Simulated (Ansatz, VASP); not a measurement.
This is a calculation of Mg for VASP 6.6.1.

File INCAR:

```
SYSTEM = Mg
  PREC = Accurate
  ENCUT = 600
  EDIFF = 1E-7
  ISMEAR = -1
  SIGMA = 0.05
  LREAL = .FALSE.
  LASPH = .TRUE.
  NELM = 100
  ALGO = Normal
  ISIF = 3
  LWAVE = .FALSE.
  LCHARG = .FALSE.
  GGA = RP
  IVDW = 12
  IBRION = 2
  NSW = 80
  EDIFFG = -0.005
```

The input KPOINTS:

```
regular mesh
0
G
  10 10 5
  0 0 0
```

File POSCAR:

```
Mg
1.0
    3.2093000000      0.0000000000      0.0000000000
   -1.6046500000      2.7793353284      0.0000000000
    0.0000000000      0.0000000000      5.2103000000
Mg
2
Direct
    0.6666666667      0.3333333333      0.7500000000
    0.3333333333      0.6666666667      0.2500000000
```

Potentials or basis: VASP PAW PBE potentials, release 64 (Mg).

Command:

```console
$ cat potpaw_PBE.64/Mg/POTCAR > POTCAR
$ mpirun -np 1 vasp_std > vasp.out
```

**Question.** Set up the same calculation for Ansatz 0.2.0. Potentials there: all-electron LAPW, scalar-relativistic.

**Answer.** As run (the cutoff follows the program's own potentials):

The input input.yaml:

```yaml
crystal:
  lattice:
    - [3.2093, 0.0, 0.0]
    - [-1.60465, 2.7793353284, 0.0]
    - [0.0, 0.0, 5.2103]
  atoms:
    - { symbol: Mg, position: [0.6666666667, 0.3333333333, 0.75] }
    - { symbol: Mg, position: [0.3333333333, 0.6666666667, 0.25] }
kpoints:
  mp_grid: { grid: [10, 10, 5] }
scf:
  occupations: { method: fermi_dirac, width: 0.05 }
hamiltonian:
  xc: rpbe
  dispersion: d3bj
  pseudopotentials: { kind: all_electron, lapw: { basis_error: 0.001 } }
output:
  forces: true
  stress: true
relax:
  f_tol: 0.005
  max_steps: 60
  cell: {}
```

Potentials or basis: all-electron LAPW, scalar-relativistic.

The run is started by

```bash
$ ansatz run input.yaml --threads 1 --pin off --max-ram 3072MiB --backend cpu --events-out ev --progress --plain --runs-dir out
```

Both were run:

|  | VASP | Ansatz | Ansatz less VASP |
| --- | --- | --- | --- |
| relaxed volume (Å³/atom) | 16.78 | 16.78 | +0.005 |
| relaxed cell length with the largest relative difference (Å) | 2.875 | 2.875 | +0.0003 |

VASP's potentials were made for PBE, not for RPBE. Ansatz ran all-electron here, and VASP with PAW potentials.

Noted on VASP's run: the volume moved by over 15 % at a fixed basis, so the end points are rough. Noted on Ansatz's run: the volume moved by over 15 % at a fixed basis, so the end points are rough.
